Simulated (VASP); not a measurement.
A run of VASP 6.6.1 is set up as follows.

Contents of INCAR:

```
SYSTEM = SnO2
ALGO = Normal
EDIFF = 1E-7
ENCUT = 520
GGA = PE
ISIF = 2
ISMEAR = 0
LASPH = .True.
LCHARG = .False.
LREAL = .False.
LWAVE = .False.
NBANDS = 64
NELM = 80
PREC = Accurate
SIGMA = 0.05
```

Contents of KPOINTS:

```
k-points
0
Gamma
  6 6 6
  0 0 0
```

Contents of POSCAR:

```
SnO2
1.0
    0.0000000000      4.5220682583      4.5220682583
    4.5220682583      0.0000000000      4.5220682583
    4.5220682583      4.5220682583      0.0000000000
Sn O
4 8
Direct
    0.1643625195      0.0856374805      0.5856374805
    0.6250000000      0.1250000000      0.1250000000
    0.1250000000      0.6250000000      0.1250000000
    0.1250000000      0.1250000000      0.1250000000
    0.8910551956      0.8910551956      0.8910551956
    0.8910551956      0.3268344131      0.8910551956
    0.8910551956      0.8910551956      0.3268344131
    0.3268344131      0.8910551956      0.8910551956
    0.9231655869      0.3589448044      0.3589448044
    0.3589448044      0.3589448044      0.9231655869
    0.3589448044      0.9231655869      0.3589448044
    0.3589448044      0.3589448044      0.3589448044
```

Potentials or basis: VASP PAW PBE potentials, release 64 (Sn_d, O).

Launch:

```bash
$ cat potpaw_PBE.64/Sn_d/POTCAR potpaw_PBE.64/O/POTCAR > POTCAR
$ mpirun -np 1 vasp_std > vasp.out
```

Question: Predict the largest force.

Answer: 11.586 eV/Å.

Question: What does it give for the band gap on the k mesh?

Answer: 1.09 eV.

Question: What does it give for the pressure?

Answer: 4.0 GPa.

Stress tensor (GPa, compression positive):
```
10.55  1.33 -1.33
 1.33  0.65  0.22
-1.33  0.22  0.65
```

Caveat: the cell differs from its parent crystal (atom 1 (Sn) moved by -0.356 Å along [1 0 0] and -0.000 Å along [0 0 1]); the stress differs along the axes, from 1 to 11 GPa; spin-orbit coupling is left out, which moves the levels of the heavy elements; forces of over 1 eV/Å act on the atoms, so gaps and moduli don't describe the material at rest. A k mesh can miss the band edges.
